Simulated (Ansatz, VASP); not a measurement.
## One calculation of MgS, two programs

POSCAR

```
MgS
1.0
    3.2628174056      0.0000000000      0.0000000000
    0.0000000000      3.2628174056      0.0000000000
    0.0000000000      0.0000000000      3.2628174056
Mg S
1 1
Direct
    0.0000000000      0.0000000000      0.0000000000
    0.5000000000      0.5000000000      0.5000000000
```

File INCAR.step1:

```
SYSTEM = MgS
  ALGO = Normal
  EDIFF = 1E-4
  ENCUT = 520
  GGA = PE
  ISMEAR = -1
  LASPH = .TRUE.
  LCHARG = .FALSE.
  LREAL = .FALSE.
  LWAVE = .TRUE.
  NBANDS = 11
  NELM = 80
  PREC = Accurate
  SIGMA = 0.02
```

Contents of INCAR.step2:

```
SYSTEM = MgS
  ALGO = Normal
  EDIFF = 1E-7
  ENCUT = 520
  ISIF = 2
  ISMEAR = -1
  ISTART = 1
  LASPH = .TRUE.
  LCHARG = .FALSE.
  LMIXTAU = .TRUE.
  LREAL = .FALSE.
  LWAVE = .FALSE.
  METAGGA = R2SCAN
  NBANDS = 11
  NELM = 80
  PREC = Accurate
  SIGMA = 0.02
```

Contents of KPOINTS:

```
k-points
0
G
  6 6 6
  0 0 0
```

Input for Ansatz:

```yaml
crystal:
  lattice:
    - [3.2628174056, 0.0, 0.0]
    - [0.0, 3.2628174056, 0.0]
    - [0.0, 0.0, 3.2628174056]
  atoms:
    - { symbol: Mg, position: [0.0, 0.0, 0.0] }
    - { symbol: S, position: [0.5, 0.5, 0.5] }
kpoints:
  mp_grid: { grid: [6, 6, 6] }
hamiltonian:
  xc: r2scan
scf:
  occupations: { method: fermi_dirac, width: 0.02 }
  n_extra_bands: 4
output:
  forces: true
  stress: true
  eigenvalues: true
```

Alike in both runs: task single point; functional r2SCAN; k mesh 6 × 6 × 6; occupations fermi-dirac, width 0.02 eV; no spin polarisation.

|  | VASP | Ansatz |
| --- | --- | --- |
| version | VASP 6.6.1 | Ansatz 0.2.0 |
| potentials or method | VASP PAW PBE potentials, release 64 (Mg, S) | plane waves, PAW |
| plane-wave cutoff (eV) | 520 | 500 |
| valence electrons in the cell | 8 | 16 |

|  | VASP | Ansatz | Ansatz less VASP |
| --- | --- | --- | --- |
| pressure (GPa) | -0.6 | -0.1 | +0.45 |

VASP's potentials were made for PBE, not for r2SCAN. With one functional, cell and mesh, what is left measures potentials, basis and numerics. VASP's potentials hold 8 valence electrons a cell and Ansatz's 16, so a difference there can come from the potentials and not from the codes.
